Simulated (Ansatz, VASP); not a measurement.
## SrTiO3: VASP beside Ansatz

INCAR

```
  ALGO = Normal
  EDIFF = 1E-6
  ENCUT = 520
  GGA = PE
  ISIF = 2
  ISMEAR = 0
  LASPH = T
  LCHARG = F
  LREAL = F
  LWAVE = F
  NBANDS = 28
  NELM = 80
  PREC = Accurate
  SIGMA = 0.05
```

The input KPOINTS:

```
k-points
0
Gamma
  8 8 8
```

The input POSCAR:

```
SrTiO3
1.0
    3.9364094381      0.0000000000      0.0000000000
    0.0000000000      3.9364094381      0.0000000000
    0.0000000000      0.0000000000      3.9364094381
Sr Ti O
1 1 3
Direct
   -0.0599527147      0.0000000000      0.0000000000
    0.5731631210      0.5000000000      0.5000000000
    0.0254107067      0.5000000000      0.5000000000
    0.5420154963      0.0000000000      0.5000000000
    0.5420154963      0.5000000000      0.0000000000
```

Input for Ansatz:

```yaml
crystal:
  lattice:
    - [3.9364094381, 0.0, 0.0]
    - [0.0, 3.9364094381, 0.0]
    - [0.0, 0.0, 3.9364094381]
  atoms:
    - { symbol: Sr, position: [-0.0599527147, 0.0, 0.0] }
    - { symbol: Ti, position: [0.573163121, 0.5, 0.5] }
    - { symbol: O, position: [0.0254107067, 0.5, 0.5] }
    - { symbol: O, position: [0.5420154963, 0.0, 0.5] }
    - { symbol: O, position: [0.5420154963, 0.5, 0.0] }
basis:
  ecutwfc: 520.0
kpoints:
  mp_grid: { grid: [8, 8, 8] }
hamiltonian:
  xc: pbe
  pseudopotentials: { kind: paw, azcp: { folder: soft_1 } }
scf:
  occupations: { method: gaussian, width: 0.05 }
output:
  forces: true
  stress: true
  eigenvalues: true
```

Change from the starting cell: mode 1 frozen in at +0.000 Å and mode 7 at -0.288 Å (largest displacements).

Alike in both runs: task single point; functional PBE; k mesh 8 × 8 × 8; occupations gaussian, width 0.05 eV; no spin polarisation.

|  | VASP | Ansatz |
| --- | --- | --- |
| version | VASP 6.6.1 | Ansatz 0.2.0 |
| potentials or method | VASP PAW PBE potentials, release 64 (Sr_sv, Ti_sv, O), cutoff 520 eV | scalar-relativistic, plane waves, PAW |
| valence electrons in the cell | 40 | 40 |

Ansatz gave:

| Quantity | Value |
| --- | --- |
| gap on the k mesh at the Fermi level (eV) | 1.93 |
| least direct gap on the mesh (eV) | 2.37 |
| pressure (GPa) | 6.9 |
| traceless stress, the component that is largest in VASP (GPa) | 2.09 |
| rms of the force components (eV/Å) | 0.709 |

Problem. Which values does VASP return?

Solution. gap on the k mesh at the Fermi level (eV): 1.90; least direct gap on the mesh (eV): 2.35; pressure (GPa): 7.7; traceless stress, the component that is largest in VASP (GPa): 2.17; rms of the force components (eV/Å): 0.749.

Atom by atom the forces differ by 0.044 eV/Å (rms over components). The functional is the same, so the differences come from potentials, cutoffs and numerics.
